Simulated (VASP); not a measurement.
# Ni2N (P4/mmm) in VASP: a series of runs

Runs on Ni2N. Level: PBE. Tasks: single point, relaxation of cell and atoms.

Program: VASP 6.6.1. These are calculated values, not measurements. Logs are shortened: lines on timing, memory, paths and dates and some standing lists are left out, and cuts for length are marked.

## 1. The cell of the first run

It takes space group P4/mmm (No. 123, tetragonal). The conventional cell has a = 3.580 Å, b = 3.580 Å, c = 2.750 Å, α = 90.00°, β = 90.00°, γ = 90.00°. Ni (site symmetry mmm) has 2 N at 1.79 Å within 2.4 Å. N (site symmetry 4/mmm) has 4 Ni at 1.79 Å within 2.4 Å.

The cell was generated, and may not be a known phase.

## 2. Single point, PBE

Input file INCAR:

```
ALGO = Normal
EDIFF = 1E-6
ENCUT = 520
GGA = PE
ISIF = 2
ISMEAR = 0
LASPH = T
LCHARG = F
LREAL = F
LWAVE = F
NBANDS = 20
NELM = 100
PREC = Accurate
SIGMA = 0.1
```

Input file KPOINTS:

```
k-points
0
Gamma
  14 14 16
```

Input file POSCAR:

```
Ni2N
1.0
    3.5803280059      0.0000000000      0.0000000000
    0.0000000000      3.5803280059      0.0000000000
    0.0000000000      0.0000000000      2.7504002199
Ni N
2 1
Direct
    0.5000000000      0.0000000000      0.0000000000
    0.0000000000      0.5000000000      0.0000000000
    0.5000000000      0.5000000000      0.0000000000
```

Potentials or basis: VASP PAW PBE potentials, release 64 (Ni, N).

The run is started by

```bash
$ cat potpaw_PBE.64/Ni/POTCAR potpaw_PBE.64/N/POTCAR > POTCAR
$ mpirun -np 1 vasp_std > vasp.out
```

OUTCAR:

```text
EDIFF = 1E-6
   ENCUT = 520
   GGA = PE
   ISIF = 2
   ISMEAR = 0
   LASPH = T
   LREAL = F
   NELM = 100
   PREC = Accurate

 ion  position               nearest neighbor table
   1  0.500  0.000  0.000-   3 1.79   3 1.79   2 2.53   2 2.53   2 2.53   2 2.53
   2  0.000  0.500  0.000-   3 1.79   3 1.79   1 2.53   1 2.53   1 2.53   1 2.53
   3  0.500  0.500  0.000-   1 1.79   2 1.79   1 1.79   2 1.79

  LATTYP: Found a simple tetragonal cell.
 ALAT       =     3.5803280059
 C/A-ratio  =     0.7681978342

  Lattice vectors:

 A1 = (   3.5803280059,   0.0000000000,   0.0000000000)
 A2 = (   0.0000000000,   3.5803280059,   0.0000000000)
 A3 = (   0.0000000000,   0.0000000000,   2.7504002199)

Analysis of symmetry for initial positions (statically):
=====================================================================
 Subroutine PRICEL returns:
 Original cell was already a primitive cell.

 Routine SETGRP: Setting up the symmetry group for a
 simple tetragonal supercell.

 Subroutine GETGRP returns: Found 16 space group operations
 (whereof 16 operations were pure point group operations)
 out of a pool of 16 trial point group operations.

The static configuration has the point symmetry D_4h.

Analysis of symmetry for dynamics (positions and initial velocities):
=====================================================================
 Subroutine PRICEL returns:
 Original cell was already a primitive cell.

 Routine SETGRP: Setting up the symmetry group for a
 simple tetragonal supercell.

 Subroutine GETGRP returns: Found 16 space group operations
 (whereof 16 operations were pure point group operations)
 out of a pool of 16 trial point group operations.

The dynamic configuration has the point symmetry D_4h.

 Subroutine INISYM returns: Found 16 space group operations
 (whereof 16 operations are pure point group operations),
 and found     1 'primitive' translations

----------------------------------------------------------------------------------------

                                     Primitive cell

  volume of cell :      35.2567

  direct lattice vectors                    reciprocal lattice vectors
[... 78 lines left out ...]
   NGXF,Y,Z  is equivalent  to a cutoff of  26.00, 26.00, 24.18 a.u.
 SYSTEM =  unknown system
   PREC   = accura    normal or accurate (medium, high low for compatibility)
   ISTART =      0    job   : 0-new  1-cont  2-samecut
   ICHARG =      2    charge: 1-file 2-atom 10-const
   ISPIN  =      1    spin polarized calculation?
   LNONCOLLINEAR =      F non collinear calculations
   LSORBIT =      F    spin-orbit coupling
   LASPH  =      T    aspherical Exc in radial PAW
   ENCUT  =  520.0 eV  38.22 Ry    6.18 a.u.   6.66  6.66  5.11*2*pi/ulx,y,z
   NELM   =    100;   NELMIN=  2; NELMDL= -5     # of ELM steps
   EDIFF  = 0.1E-05   stopping-criterion for ELM
   LREAL  =      F    real-space projection
   EDIFFG = 0.1E-04   stopping-criterion for IOM
   NSW    =      0    number of steps for IOM
   IBRION =     -1    ionic relax: 0-MD 1-quasi-New 2-CG
   NFREE  =      0    steps in history (QN), initial steepest desc. (CG)
   ISIF   =      2    stress and relaxation
   ISYM   =      2    0-nonsym 1-usesym 2-fastsym
   POTIM  = 0.5000    time-step for ionic-motion
   TEBEG  =    0.0;   TEEND  =   0.0 temperature during run
   PSTRESS=    0.0 pullay stress
   NELECT =      25.0000    total number of electrons
   NUPDOWN=      -1.0000    fix difference up-down
   EMIN   =  10.00;   EMAX   =-10.00  energy-range for DOS
   EFERMI =   0.00;   METHOD = LEGACY
   ISMEAR =     0;   SIGMA  =   0.10  broadening in eV -4-tet -1-fermi 0-gaus
   EFERMI_NEDOS =   21; number of points for ismear=-14 and -15
   IALGO  =     38    algorithm
   IMIX   =      4    mixing-type and parameters
     AMIX     =   0.40;   BMIX     =  1.00
     AMIX_MAG =   1.60;   BMIX_MAG =  1.00
  volume/ion in A,a.u.               =      11.75        79.31
  Fermi-wavevector in a.u.,A,eV,Ry     =   1.459848  2.758713 28.996143  2.131156
  Thomas-Fermi vector in A             =   2.576367
   LORBIT       =      0    0 simple, 1 ext, 2 COOP (PROOUT), +10 PAW based schemes
   GGA     = PE    functional components
   LHFCALC =     F    Hartree Fock is set to
   AEXX    =    0.0000 exact exchange contribution
   IVDW    =     0    specifies the selected vdW correction
   LEPSILON=     F    determine dielectric tensor
   LRPA    =     F    only Hartree local field effects (RPA)
 non-spin polarized calculation
 Gauss-broadening in eV      SIGMA  =   0.10
  energy-cutoff  :      520.00
  volume of cell :       35.26
 maximum number of plane-waves:       972
 NGX is ok and might be reduce to    28
   NGX = 13   NGY = 13   NGZ = 11

 number of electron      25.0000029 magnetization

 Free energy of the ion-electron system (eV)
  ---------------------------------------------------
  ext. energy  EPLUGINS =         0.00000000
  ---------------------------------------------------
  free energy    TOTEN  =       -18.21034872 eV

  energy without entropy =      -18.19416102  energy(sigma->0) =      -18.20225487

 E-fermi :   6.2398     XC(G=0): -11.6386

 val. band max:        6.2390539465   @ k =   0.2857   0.0714   0.3750
 cond. band min:       6.2401746061   @ k =   0.4286   0.0000   0.3750
 fundamental gap:      0.0011206596
 Fermi energy:         6.2398096852

 k-point     1 :       0.0000    0.0000    0.0000
  band No.  band energies     occupation
      1     -10.5495      2.00000
      2       1.3737      2.00000
      3       1.8314      2.00000
      4       1.8314      2.00000
      5       2.6904      2.00000
      6       3.6065      2.00000
[... 541 lines left out ...]
     19      21.2410      0.00000
     20      22.4687      0.00000

 [... further k-points ...]
[... 5 lines left out ...]
  --------------------------------------------------------------------------------------
  -------------------------------------------------------------------------------------
  Total        0.1352187      0.1352187     -0.0380748      0.0000000     -0.0000000      0.0000000
  in kB        6.1447735      6.1447735     -1.7302414      0.0000000     -0.0000000      0.0000000
  external PRESSURE =       3.5197686 kB  Pullay stress =       0.0000000 kB

 VOLUME and BASIS-vectors are now :
 -----------------------------------------------------------------------------
  energy-cutoff  :      520.00
  volume of cell :       35.26
      direct lattice vectors                 reciprocal lattice vectors
     3.580328006  0.000000000  0.000000000     0.279304019  0.000000000  0.000000000
     0.000000000  3.580328006  0.000000000     0.000000000  0.279304019  0.000000000
     0.000000000  0.000000000  2.750400220     0.000000000  0.000000000  0.363583450

 POSITION                                       TOTAL-FORCE (eV/Angst)
 -----------------------------------------------------------------------------------
      1.79016      0.00000      0.00000         0.000000      0.000000      0.000000
      0.00000      1.79016      0.00000         0.000000      0.000000      0.000000
      1.79016      1.79016      0.00000         0.000000      0.000000      0.000000
 -----------------------------------------------------------------------------------
    total drift:                                0.000000     -0.000000     -0.000000

  FREE ENERGIE OF THE ION-ELECTRON SYSTEM (eV)
  ---------------------------------------------------
  free  energy   TOTEN  =       -18.2103487246 eV

  energy  without entropy=      -18.1941610248  energy(sigma->0) =      -18.20225487
```

It took 73 s on 1 thread of Intel Xeon 6975P-C (Granite Rapids), shared host; peak memory 0.3 GiB.

Results:

```
Free energy            : -18.2103 eV
Pressure               : 0.4 GPa
Band gap on the k mesh : zero (an odd number of electrons rules out a gap without spin polarisation)
```

Stress tensor (GPa, compression positive):
```
 0.61  0.00  0.00
 0.00  0.61  0.00
 0.00  0.00 -0.17
```

Caveat: the run has no spin polarisation, though such a crystal can be magnetic. Spin polarisation is off, so any magnetic state and its effect on volume and gap are missing.

## 3. Relaxation of cell and atoms, PBE

Input file INCAR:

```
SYSTEM = Ni2N
PREC = Accurate ; ENCUT = 600
EDIFF = 1E-6 ; ISMEAR = 0
SIGMA = 0.1 ; LREAL = .FALSE.
LASPH = .TRUE. ; NELM = 100
ALGO = Normal ; ISIF = 3
LWAVE = .FALSE. ; LCHARG = .FALSE.
GGA = PE ; IBRION = 2
NSW = 100 ; EDIFFG = -0.01
```

Input file KPOINTS:

```
Automatic mesh
0
G
  14 14 16
  0 0 0
```

Input file POSCAR:

```
Ni2N
1.0
    3.5796223286      0.0000000000      0.0000000000
    0.0000000000      3.5796223286      0.0000000000
    0.0000000000      0.0000000000      2.7492573581
Ni N
2 1
Direct
    0.5000000000      0.0000000000      0.0000000000
    0.0000000000      0.5000000000      0.0000000000
    0.5000000000      0.5000000000      0.0000000000
```

Potentials or basis: VASP PAW PBE potentials, release 64 (Ni, N).

The run is started by

```bash
$ cat potpaw_PBE.64/Ni/POTCAR potpaw_PBE.64/N/POTCAR > POTCAR
$ mpirun -np 1 vasp_std > vasp.out
```

OUTCAR:

```text
SYSTEM = Ni2N
   PREC = Accurate
   ENCUT = 600
   EDIFF = 1E-6
   ISMEAR = 0
   LREAL = .FALSE.
   LASPH = .TRUE.
   NELM = 100
   ISIF = 3
   GGA = PE
   IBRION = 2
   NSW = 100
   EDIFFG = -0.01

 ion  position               nearest neighbor table
   1  0.500  0.000  0.000-   3 1.79   3 1.79   2 2.53   2 2.53   2 2.53   2 2.53
   2  0.000  0.500  0.000-   3 1.79   3 1.79   1 2.53   1 2.53   1 2.53   1 2.53
   3  0.500  0.500  0.000-   1 1.79   2 1.79   1 1.79   2 1.79

  LATTYP: Found a simple tetragonal cell.
 ALAT       =     3.5796223286
 C/A-ratio  =     0.7680300059

  Lattice vectors:

 A1 = (   3.5796223286,   0.0000000000,   0.0000000000)
 A2 = (   0.0000000000,   3.5796223286,   0.0000000000)
 A3 = (   0.0000000000,   0.0000000000,   2.7492573581)

Analysis of symmetry for initial positions (statically):
=====================================================================
 Subroutine PRICEL returns:
 Original cell was already a primitive cell.

 Routine SETGRP: Setting up the symmetry group for a
 simple tetragonal supercell.

 Subroutine GETGRP returns: Found 16 space group operations
[... 179 lines left out ...]
  external PRESSURE =       3.6283632 kB  Pullay stress =       0.0000000 kB
[... 92 lines left out ...]
  FREE ENERGIE OF THE ION-ELECTRON SYSTEM (eV)
  ---------------------------------------------------
  free  energy   TOTEN  =       -18.2116981519 eV

  energy  without entropy=      -18.1954944537  energy(sigma->0) =      -18.20359630

[... ionic steps 4 to 7 ...]

--------------------------------------- Ionic step        8  -------------------------------------------

 number of electron      25.0000009 magnetization

------------------------ aborting loop because EDIFF is reached ----------------------------------------
[... 69 lines left out ...]
--------------------------------------- Ionic step       10  -------------------------------------------

 number of electron      25.0000011 magnetization

 Free energy of the ion-electron system (eV)
  ---------------------------------------------------
  ext. energy  EPLUGINS =         0.00000000
  ---------------------------------------------------
  free energy    TOTEN  =       -18.21188064 eV

  energy without entropy =      -18.19572942  energy(sigma->0) =      -18.20380503

 E-fermi :   6.2777     XC(G=0): -11.6608

 val. band max:        6.2763907022   @ k =   0.1429   0.1429   0.5000
 cond. band min:       6.2788361101   @ k =   0.2857   0.0714   0.5000
 fundamental gap:      0.0024454079
 Fermi energy:         6.2777172903

 k-point     1 :       0.0000    0.0000    0.0000
  band No.  band energies     occupation
      1     -10.5128      2.00000
      2       1.4029      2.00000
      3       1.8587      2.00000
      4       1.8587      2.00000
      5       2.7383      2.00000
      6       3.6355      2.00000
[... 433 lines left out ...]
      3      -0.1172      2.00000
      4       2.6171      2.00000
      5       2.8539      2.00000
      6       3.6986      2.00000
[... 8 lines left out ...]
     15      10.2258      0.00000
     16      12.1011      0.00000

 [... further k-points ...]
[... 5 lines left out ...]
  --------------------------------------------------------------------------------------
  -------------------------------------------------------------------------------------
  Total       -0.0200798     -0.0200798     -0.0200632      0.0000000      0.0000000      0.0000000
  in kB       -0.9153939     -0.9153939     -0.9146337      0.0000000      0.0000000      0.0000000
  external PRESSURE =      -0.9151405 kB  Pullay stress =       0.0000000 kB
[... 18 lines left out ...]
  FREE ENERGIE OF THE ION-ELECTRON SYSTEM (eV)
  ---------------------------------------------------
  free  energy   TOTEN  =       -18.2118806448 eV

  energy  without entropy=      -18.1957294219  energy(sigma->0) =      -18.20380503

 reached required accuracy - stopping structural energy minimisation
```

OSZICAR:

```text
N       E                     dE             d eps       ncg     rms          rms(c)
DAV:   1     0.157277992014E+03    0.15728E+03   -0.13458E+04 10376   0.221E+03
DAV:   2    -0.782793096959E+01   -0.16511E+03   -0.16067E+03 10864   0.356E+02
DAV:   3    -0.225974840231E+02   -0.14770E+02   -0.14326E+02 12264   0.121E+02
[... 76 lines left out ...]
DAV:   2    -0.182131617384E+02    0.27626E-03   -0.17267E-02 11104   0.258E+00    0.286E-01
DAV:   3    -0.182119546294E+02    0.12071E-02   -0.51425E-03 12728   0.155E+00    0.757E-02
DAV:   4    -0.182118967316E+02    0.57898E-04   -0.19900E-04 13544   0.184E-01    0.324E-02
DAV:   5    -0.182118816201E+02    0.15111E-04   -0.34672E-05 15592   0.681E-02    0.844E-03
DAV:   6    -0.182118806448E+02    0.97529E-06   -0.61730E-06 12904   0.275E-02
  10 F= -.18211881E+02 E0= -.18203805E+02  d E =-.383598E-04
```

Run time: 6.4 min. Hardware: 1 thread of Intel Xeon 6975P-C (Granite Rapids), shared host; peak memory 0.34 GiB.

Results:

- Free energy: -18.2119 eV
- Relaxed volume: 11.71 Å³/atom
- Relaxed cell: a = 3.584 Å, b = 3.584 Å, c = 2.736 Å, α = 90.00°, β = 90.00°, γ = 90.00°
- Space group after relaxing (to 0.1 Å): P4/mmm (No. 123)
- Energy gained by relaxing: 0.1 meV/atom
- Ionic steps: 10
- Pressure after relaxing: -0.1 GPa
- Band gap on the k mesh: zero (an odd number of electrons rules out a gap without spin polarisation)

Step by step:
| step | energy change (eV) | largest force (eV/Å) | pressure (GPa) | volume (Å³) |
| --- | --- | --- | --- | --- |
| 1 | 0.0000 | 0.0000 | 0.36 | 35.23 |
| 2 | 0.0001 | 0.0000 | -0.75 | 35.36 |
| 3 | -0.0001 | 0.0000 | -0.21 | 35.29 |
| 4 | -0.0001 | 0.0000 | -0.12 | 35.28 |
| 5 | -0.0001 | 0.0000 | -0.50 | 35.28 |
| 6 | 0.0000 | 0.0000 | 0.64 | 35.12 |
| 7 | -0.0002 | 0.0000 | 0.06 | 35.23 |
| 8 | -0.0003 | 0.0000 | -0.06 | 35.22 |
| 9 | -0.0003 | 0.0000 | -0.21 | 35.20 |
| 10 | -0.0003 | 0.0000 | -0.09 | 35.14 |

Final structure:
```
Ni N
1.0
     3.58423    0.00000    0.00000
     0.00000    3.58423    0.00000
     0.00000    0.00000    2.73571
Ni N
2 1
Direct
  0.50000 0.00000 0.00000
  0.00000 0.50000 0.00000
  0.50000 0.50000 0.00000
```

Levels at points of the mesh, in eV from the Fermi level:
```csv
k point,band 9,band 10,band 11,band 12,band 13,band 14,band 15,band 16
"(0.00, 0.00, 0.00)",-1.80,-1.24,-1.02,-0.76,-0.76,-0.59,2.86,7.40
"(0.50, 0.00, 0.00)",-1.67,-1.36,-0.98,-0.89,-0.11,1.10,4.04,5.56
"(0.50, 0.50, 0.00)",-1.39,-1.19,-0.56,-0.49,0.59,0.59,2.02,8.80
"(0.00, 0.00, 0.50)",-1.61,-1.24,-1.24,-0.57,-0.22,-0.22,3.56,5.87
"(0.50, 0.00, 0.50)",-1.59,-1.27,-0.51,-0.20,0.05,0.56,3.07,6.59
"(0.50, 0.50, 0.50)",-0.84,-0.39,-0.39,0.93,1.94,1.94,3.26,3.64
```

Caveat: the run has no spin polarisation, though such a crystal can be magnetic.

## 4. Single point, PBE

Input file INCAR:

```
SYSTEM = Ni2N
  ALGO = Normal
  EDIFF = 1E-6
  ENCUT = 520
  GGA = PE
  ISIF = 2
  ISMEAR = 0
  LASPH = .True.
  LCHARG = .True.
  LELF = .True.
  LREAL = .False.
  LVHAR = .True.
  LWAVE = .False.
  NBANDS = 20
  NELM = 100
  PREC = Accurate
  SIGMA = 0.1
```

Input file KPOINTS:

```
k-points
0
Gamma
  6 6 6
  0 0 0
```

POSCAR is that of step 3.

The run is started by

```bash
$ cat potpaw_PBE.64/Ni/POTCAR potpaw_PBE.64/N/POTCAR > POTCAR
$ mpirun -np 1 vasp_std > vasp.out
```

Run time: 12 s. Hardware: 1 thread of Intel Xeon 6975P-C (Granite Rapids), shared host; peak memory 0.15 GiB.

Results (log left out):

```yaml
Free_energy: -18.2236 eV
Pressure: 0.2 GPa
Band_gap_on_the_k_mesh: zero (an odd number of electrons rules out a gap without spin polarisation)
```

Stress tensor (GPa, compression positive):
```
0.34 0.00 0.00
0.00 0.34 0.00
0.00 0.00 0.04
```

Levels at points of the mesh, in eV from the Fermi level:
```
           k point  band 8  band 9  band 10  band 11  band 12  band 13  band 14  band 15  band 16  band 17
(0.00, 0.00, 0.00)   -1.81   -1.81    -1.23    -1.04    -0.76    -0.76    -0.59     2.89     7.47     9.16
(0.50, 0.00, 0.00)   -2.05   -1.68    -1.36    -0.99    -0.90    -0.10     1.11     4.09     5.59     8.63
(0.50, 0.50, 0.00)   -2.05   -1.41    -1.19    -0.52    -0.49     0.60     0.60     2.04     8.84     8.84
(0.00, 0.00, 0.50)   -2.74   -1.62    -1.22    -1.22    -0.57    -0.24    -0.23     3.58     5.86     9.23
(0.50, 0.00, 0.50)   -1.97   -1.57    -1.28    -0.52    -0.18     0.06     0.54     3.09     6.63     7.91
(0.50, 0.50, 0.50)   -1.53   -0.83    -0.40    -0.40     0.97     1.94     1.94     3.23     3.68     3.68
```

Caveat: the k points lie up to 0.38 Å⁻¹ apart, too coarse for converged energies and pressures of a metal; the run has no spin polarisation, though such a crystal can be magnetic.

## 5. Summary

```csv
task,cell,k mesh,cutoff (eV),gap on the mesh (eV),pressure (GPa)
single point,"a = 3.580, b = 3.580, c = 2.750 Å, 3 atoms",14 × 14 × 16,520,none,0.4
relaxation of cell and atoms,"relaxed from a = 3.580, b = 3.580, c = 2.749 Å, 3 atoms",14 × 14 × 16,600,none,-0.1
single point,"a = 3.580, b = 3.580, c = 2.749 Å, 3 atoms",6 × 6 × 6,520,none,0.2
```

Alike in all rows: level PBE; potentials or basis VASP PAW PBE potentials, release 64 (Ni, N); no spin polarisation; smearing gaussian 0.1 eV.

Caveats: some runs use coarse meshes; the run has no spin polarisation, though such a crystal can be magnetic.

Absolute energies hang on the potentials; compare differences alone.

The gap in the log of VASP goes by the Fermi energy; the results here count the filled bands.